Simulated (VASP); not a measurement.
# MnO2 (R-3m) in VASP: notebook

The runs below take MnO2 through single point, with PBE.

Program: VASP 6.6.1. These are calculated values, not measurements. Logs are shortened: lines on timing, memory, paths and dates and some standing lists are left out, and cuts for length are marked.

## Step 1: The cell of the first run

It takes space group R-3m (No. 166, trigonal). Conventional cell: a = 2.758 Å, b = 2.758 Å, c = 13.277 Å, α = 90.00°, β = 90.00°, γ = 120.00°. Mn (site symmetry -3m) has 6 O at 1.84 Å within 2.4 Å. O (site symmetry 3m) has 3 Mn at 1.84 Å within 2.4 Å.

## Step 2: Single point, PBE, collinear spin, ferromagnetic start

File INCAR:

```
SYSTEM = MnO2
  PREC = Accurate
  ENCUT = 520
  EDIFF = 1E-7
  ISMEAR = 0
  SIGMA = 0.05
  LREAL = .FALSE.
  LASPH = .TRUE.
  NELM = 150
  ALGO = Normal
  ISIF = 2
  LWAVE = .FALSE.
  LCHARG = .FALSE.
  ISPIN = 2
  MAGMOM = 2.49 0.05 0.05
  LORBIT = 11
  LMAXMIX = 4
  GGA = PE
  NBANDS = 24
```

File KPOINTS:

```
regular mesh
0
G
  12 12 12
  0 0 0
```

File POSCAR:

```
MnO2
1.0
   -1.3791386740      2.3887382541      0.0000000000
   -2.7582773481      0.0000000000      0.0000000000
   -1.3791386740      0.7962460847      4.4257372289
Mn O
1 2
Direct
    0.0000000000      0.0000000000      0.0000000000
    0.7356355100      0.7356355100      0.7930934700
    0.2643644900      0.2643644900      0.2069065300
```

Potentials or basis: VASP PAW PBE potentials, release 64 (Mn_pv, O).

Command:

```sh
cat potpaw_PBE.64/Mn_pv/POTCAR potpaw_PBE.64/O/POTCAR > POTCAR
mpirun -np 1 vasp_std > vasp.out
```

OUTCAR:

```text
SYSTEM = MnO2
   PREC = Accurate
   ENCUT = 520
   EDIFF = 1E-7
   ISMEAR = 0
   LREAL = .FALSE.
   LASPH = .TRUE.
   NELM = 150
   ISIF = 2
   ISPIN = 2
   LORBIT = 11
   GGA = PE

 ion  position               nearest neighbor table
   1  0.000  0.000  0.000-   2 1.84   3 1.84   2 1.84   3 1.84   3 1.84   2 1.84
   2  0.736  0.736  0.793-   1 1.84   1 1.84   1 1.84
   3  0.264  0.264  0.207-   1 1.84   1 1.84   1 1.84

  LATTYP: Found a trigonal (rhomboedric) cell.
 ALAT       =     4.7035286040
 COS(alpha) =     0.8280515398

  Lattice vectors:

 A1 = (   0.0000000000,  -1.5924921694,   4.4257372289)
 A2 = (   1.3791386741,   0.7962460847,   4.4257372289)
 A3 = (  -1.3791386740,   0.7962460847,   4.4257372289)

Analysis of symmetry for initial positions (statically):
=====================================================================
 Subroutine PRICEL returns:
 Original cell was already a primitive cell.

 Routine SETGRP: Setting up the symmetry group for a
 trigonal (rhombohedral) supercell.

 Subroutine GETGRP returns: Found 12 space group operations
 (whereof 12 operations were pure point group operations)
 out of a pool of 12 trial point group operations.

The static configuration has the point symmetry D_3d.

Analysis of symmetry for dynamics (positions and initial velocities):
=====================================================================
 Subroutine PRICEL returns:
 Original cell was already a primitive cell.

 Routine SETGRP: Setting up the symmetry group for a
 trigonal (rhombohedral) supercell.

 Subroutine GETGRP returns: Found 12 space group operations
 (whereof 12 operations were pure point group operations)
 out of a pool of 12 trial point group operations.

The dynamic configuration has the point symmetry D_3d.

Analysis of structural, dynamic, and magnetic symmetry:
=====================================================================
 Subroutine PRICEL returns:
 Original cell was already a primitive cell.

 Routine SETGRP: Setting up the symmetry group for a
 trigonal (rhombohedral) supercell.

 Subroutine GETGRP returns: Found 12 space group operations
 (whereof 12 operations were pure point group operations)
 out of a pool of 12 trial point group operations.

The overall configuration has the point symmetry D_3d.

[... 116 lines left out ...]
   EFERMI_NEDOS =   21; number of points for ismear=-14 and -15
   IALGO  =     38    algorithm
   IMIX   =      4    mixing-type and parameters
     AMIX     =   0.40;   BMIX     =  1.00
     AMIX_MAG =   1.60;   BMIX_MAG =  1.00
  volume/ion in A,a.u.               =       9.72        65.59
  Fermi-wavevector in a.u.,A,eV,Ry     =   1.555216  2.938933 32.908380  2.418698
  Thomas-Fermi vector in A             =   2.659190
   LORBIT       =     11    0 simple, 1 ext, 2 COOP (PROOUT), +10 PAW based schemes
   GGA     = PE    functional components
   LHFCALC =     F    Hartree Fock is set to
   AEXX    =    0.0000 exact exchange contribution
   IVDW    =     0    specifies the selected vdW correction
   LEPSILON=     F    determine dielectric tensor
   LRPA    =     F    only Hartree local field effects (RPA)
 spin polarized calculation
 Gauss-broadening in eV      SIGMA  =   0.05
  energy-cutoff  :      520.00
  volume of cell :       29.16
 maximum number of plane-waves:       796
 NGX is ok and might be reduce to    24
   NGX = 11   NGY = 11   NGZ = 17

 number of electron      24.9999990 magnetization       3.0000316

 Free energy of the ion-electron system (eV)
  ---------------------------------------------------
  ext. energy  EPLUGINS =         0.00000000
  ---------------------------------------------------
  free energy    TOTEN  =       -23.41898718 eV

  energy without entropy =      -23.41898718  energy(sigma->0) =      -23.41898718

 E-fermi :   4.9406     XC(G=0): -11.4007

 val. band max:        4.6982376655   @ k =  -0.0833  -0.0833   0.4167
 cond. band min:       5.1433032094   @ k =   0.0000   0.0000   0.0000
 fundamental gap:      0.4450655439
 Fermi energy:         4.9405956196

 spin component 1

 k-point     1 :       0.0000    0.0000    0.0000
  band No.  band energies     occupation
      1     -45.8479      1.00000
      2     -45.8479      1.00000
      3     -45.8411      1.00000
      4     -16.0316      1.00000
      5     -13.2247      1.00000
      6      -2.6362      1.00000
[... 637 lines left out ...]
     23      26.5329      0.00000
     24      28.0841      0.00000

 [... further k-points ...]

 spin component 2

 k-point     1 :       0.0000    0.0000    0.0000
  band No.  band energies     occupation
      1     -42.8829      1.00000
      2     -42.8829      1.00000
      3     -42.7317      1.00000
      4     -15.7980      1.00000
      5     -13.0182      1.00000
      6      -1.7428      1.00000
[... 637 lines left out ...]
     23      27.0541      0.00000
     24      28.6033      0.00000

 [... further k-points ...]
[... 5 lines left out ...]
  --------------------------------------------------------------------------------------
  -------------------------------------------------------------------------------------
  Total        7.0511117      7.0511117      4.6331593      0.0000000     -0.0000000      0.0000000
  in kB      387.4146629    387.4146629    254.5632422      0.0000000     -0.0000000      0.0000000
  external PRESSURE =     343.1308560 kB  Pullay stress =       0.0000000 kB

 VOLUME and BASIS-vectors are now :
 -----------------------------------------------------------------------------
  energy-cutoff  :      520.00
  volume of cell :       29.16
      direct lattice vectors                 reciprocal lattice vectors
    -1.379138674  2.388738254  0.000000000     0.000000000  0.418631049 -0.075317019
    -2.758277348  0.000000000  0.000000000    -0.362545123 -0.209315524 -0.075317019
    -1.379138674  0.796246085  4.425737229     0.000000000  0.000000000  0.225951056

 POSITION                                       TOTAL-FORCE (eV/Angst)
 -----------------------------------------------------------------------------------
      0.00000      0.00000      0.00000         0.000000      0.000000      0.000000
     -4.13742      2.38874      3.51002        -0.000000      0.000000     -2.122929
     -1.37914      0.79625      0.91571         0.000000     -0.000000      2.122929
 -----------------------------------------------------------------------------------
    total drift:                               -0.000000      0.000000      0.000000

  FREE ENERGIE OF THE ION-ELECTRON SYSTEM (eV)
  ---------------------------------------------------
  free  energy   TOTEN  =       -23.4189871818 eV

  energy  without entropy=      -23.4189871818  energy(sigma->0) =      -23.41898718

 total charge

# of ion       s       p       d       tot
------------------------------------------
    1        0.403   6.573   5.059  12.034
    2        1.585   3.484   0.000   5.069
    3        1.585   3.484   0.000   5.069
--------------------------------------------------
tot          3.573  13.540   5.059  22.172

 magnetization (x)

# of ion       s       p       d       tot
------------------------------------------
    1        0.032   0.044   2.670   2.746
    2        0.004   0.084   0.000   0.087
    3        0.004   0.084   0.000   0.087
--------------------------------------------------
tot          0.039   0.211   2.670   2.920
```

OSZICAR:

```text
N       E                     dE             d eps       ncg     rms          rms(c)
DAV:   1     0.246396830113E+03    0.24640E+03   -0.13651E+04 18208   0.120E+03
DAV:   2    -0.165038200278E+02   -0.26290E+03   -0.24722E+03 20008   0.369E+02
DAV:   3    -0.304309685214E+02   -0.13927E+02   -0.13838E+02 21080   0.912E+01
DAV:   4    -0.305504712734E+02   -0.11950E+00   -0.11949E+00 20000   0.886E+00
DAV:   5    -0.305517506482E+02   -0.12794E-02   -0.12794E-02 21672   0.879E-01    0.363E+01
DAV:   6    -0.276021168965E+02    0.29496E+01   -0.70240E+01 22816   0.771E+01    0.349E+01
DAV:   7    -0.244981204323E+02    0.31040E+01   -0.75124E+01 21288   0.742E+01    0.167E+01
DAV:   8    -0.234634018290E+02    0.10347E+01   -0.28045E+00 21472   0.173E+01    0.543E+00
DAV:   9    -0.234162953002E+02    0.47107E-01   -0.55207E-01 24312   0.713E+00    0.196E+00
DAV:  10    -0.234194786728E+02   -0.31834E-02   -0.53750E-02 18696   0.177E+00    0.940E-01
DAV:  11    -0.234189573025E+02    0.52137E-03   -0.26768E-03 19952   0.405E-01    0.371E-01
DAV:  12    -0.234190146328E+02   -0.57330E-04   -0.33539E-04 20104   0.189E-01    0.978E-02
DAV:  13    -0.234189785098E+02    0.36123E-04   -0.20330E-04 21280   0.158E-01    0.271E-02
DAV:  14    -0.234189853190E+02   -0.68092E-05   -0.26995E-05 18872   0.403E-02    0.168E-02
DAV:  15    -0.234189870456E+02   -0.17266E-05   -0.32493E-06 19536   0.131E-02    0.804E-03
DAV:  16    -0.234189870769E+02   -0.31297E-07   -0.11380E-06 18784   0.131E-02    0.253E-03
DAV:  17    -0.234189872012E+02   -0.12430E-06   -0.28606E-07 17496   0.596E-03    0.112E-03
DAV:  18    -0.234189871818E+02    0.19351E-07   -0.51179E-08 12488   0.220E-03
   1 F= -.23418987E+02 E0= -.23418987E+02  d E =-.108278E-10  mag=     3.0000
```

stdout:

```text
POSCAR found type information on POSCAR MnO
 POSCAR found :  2 types and       3 ions
 scaLAPACK will be used
 LDA part: xc-table for (Slater+PW92), standard interpolation
 POSCAR, INCAR and KPOINTS ok, starting setup
 FFT: planning ... GRIDC
 FFT: planning ... GRID_SOFT
 FFT: planning ... GRID
 WAVECAR not read
 entering main loop
```

It took 2.1 min on 1 thread of Intel Xeon Platinum 8559C (Emerald Rapids), shared host; peak memory 0.3 GiB.

Results:

```
Free energy                                           : -23.4190 eV
Pressure                                              : 34.3 GPa
Largest force                                         : 2.123 eV/Å
Band gap on the k mesh                                : 0.45 eV, indirect (least direct gap 0.48 eV)
Net moment                                            : 3.00 μB per cell
Site moments                                          : Mn +2.75; O +0.09 μB
Valence electrons inside the program's atomic spheres : Mn 12.03; O 5.07
```

Forces in eV/Å, atoms in the order of the input:
```
Mn   0.000  0.000  0.000
O    0.000  0.000 -2.123
O    0.000  0.000  2.123
```

Stress tensor (GPa, compression positive):
```
38.74  0.00  0.00
 0.00 38.74  0.00
 0.00  0.00 25.46
```

Levels at points of the mesh, in eV from the valence-band top:
Spin up:
```csv
k point,band 10,band 11,band 12,band 13,band 14,band 15,band 16,band 17,band 18,band 19
"(0.00, 0.00, 0.00)",-2.68,-1.81,-1.81,-1.64,-0.35,3.23,3.23,7.76,10.76,15.84
"(0.50, 0.00, 0.00)",-3.39,-2.84,-2.02,-1.92,-1.02,2.38,3.02,12.44,13.83,14.21
"(0.50, 0.50, 0.00)",-3.51,-2.48,-2.02,-2.00,-1.19,2.62,3.13,11.45,12.60,15.50
"(0.00, 0.00, 0.50)",-2.67,-2.67,-1.87,-1.87,-0.03,3.26,3.26,9.77,10.46,13.68
```
Spin down:
```tsv
k point	band 7	band 8	band 9	band 10	band 11	band 12	band 13	band 14	band 15	band 16
(0.00, 0.00, 0.00)	-5.98	-5.98	-1.67	-1.67	-1.36	0.45	0.45	2.44	4.50	4.50
(0.50, 0.00, 0.00)	-5.10	-5.01	-4.09	-3.19	-2.53	0.99	1.36	1.76	3.89	4.34
(0.50, 0.50, 0.00)	-5.34	-5.02	-3.37	-3.31	-2.21	0.72	1.36	1.75	4.05	4.43
(0.00, 0.00, 0.50)	-5.95	-5.29	-2.97	-1.73	-1.73	0.45	0.45	2.53	4.53	4.53
```

Caveat: a cell with one magnetic atom can't hold antiferromagnetic order, which such compounds often take; forces of over 1 eV/Å act on the atoms, so gaps and moduli don't describe the material at rest.

## Step 3: Single point, PBE, collinear spin, ferromagnetic start

This run uses another cell than the first one, of 10.80 Å³/atom, 1.111 times its volume.

File INCAR:

```
PREC = Accurate
ENCUT = 520
EDIFF = 1E-6
ISMEAR = 0
SIGMA = 0.05
LREAL = False
LASPH = True
NELM = 150
ALGO = Normal
ISIF = 2
LWAVE = False
LCHARG = False
ISPIN = 2
MAGMOM = 4 0 0
LORBIT = 11
LMAXMIX = 4
GGA = PE
NBANDS = 24
```

File KPOINTS:

```
Automatic mesh
0
Gamma
  12 12 12
```

File POSCAR:

```
MnO2
1.0
   -1.4284348394      2.4741217171      0.0000000000
   -2.8568696788      0.0000000000      0.0000000000
   -1.4284348394      0.8247072390      4.5839315268
Mn O
1 2
Direct
    0.0000000000      0.0000000000      0.0000000000
    0.7356355100      0.7356355100      0.7930934700
    0.2643644900      0.2643644900      0.2069065300
```

Potentials or basis: VASP PAW PBE potentials, release 64 (Mn_pv, O).

Command:

```sh
cat potpaw_PBE.64/Mn_pv/POTCAR potpaw_PBE.64/O/POTCAR > POTCAR
mpirun -np 1 vasp_std > vasp.out
```

It took 1.9 min on 1 thread of Intel Xeon Platinum 8559C (Emerald Rapids), shared host; peak memory 0.32 GiB.

It converged, with:

```
Free energy                                           : -23.8061 eV
Pressure                                              : 5.9 GPa
Largest force                                         : 0.307 eV/Å
Band gap on the k mesh                                : 0.84 eV, indirect (least direct gap 0.91 eV)
Net moment                                            : 3.00 μB per cell
Site moments                                          : Mn +2.83; O +0.04 μB
Valence electrons inside the program's atomic spheres : Mn 11.75; O 5.00
```

Forces in eV/Å, atoms in the order of the input:
```
Mn   0.000  0.000  0.000
O    0.000  0.000 -0.307
O    0.000  0.000  0.307
```

Stress tensor (GPa, compression positive):
```
6.39 0.00 0.00
0.00 6.39 0.00
0.00 0.00 4.95
```

Levels at points of the mesh, in eV from the valence-band top:
Spin up:
```csv
k point,band 10,band 11,band 12,band 13,band 14,band 15,band 16,band 17,band 18,band 19
"(0.00, 0.00, 0.00)",-2.39,-1.37,-1.37,-1.12,-0.32,2.93,2.93,7.22,10.42,14.98
"(0.50, 0.00, 0.00)",-2.82,-2.24,-1.85,-1.75,-0.96,2.07,2.74,12.13,13.46,13.54
"(0.50, 0.50, 0.00)",-2.92,-1.93,-1.85,-1.81,-1.09,2.30,2.83,11.17,12.45,14.66
"(0.00, 0.00, 0.50)",-2.39,-2.39,-1.43,-1.43,-0.07,2.96,2.96,9.36,9.53,13.69
```
Spin down:
```
           k point  band 9  band 10  band 11  band 12  band 13  band 14
(0.00, 0.00, 0.00)   -1.31    -1.31    -0.94     0.84     0.84     2.49
(0.50, 0.00, 0.00)   -3.35    -2.69    -2.03     1.23     1.60     1.91
(0.50, 0.50, 0.00)   -2.80    -2.76    -1.75     1.04     1.60     1.91
(0.00, 0.00, 0.50)   -2.31    -1.36    -1.36     0.84     0.84     2.53
```

Caveat: a cell with one magnetic atom can't hold antiferromagnetic order, which such compounds often take.
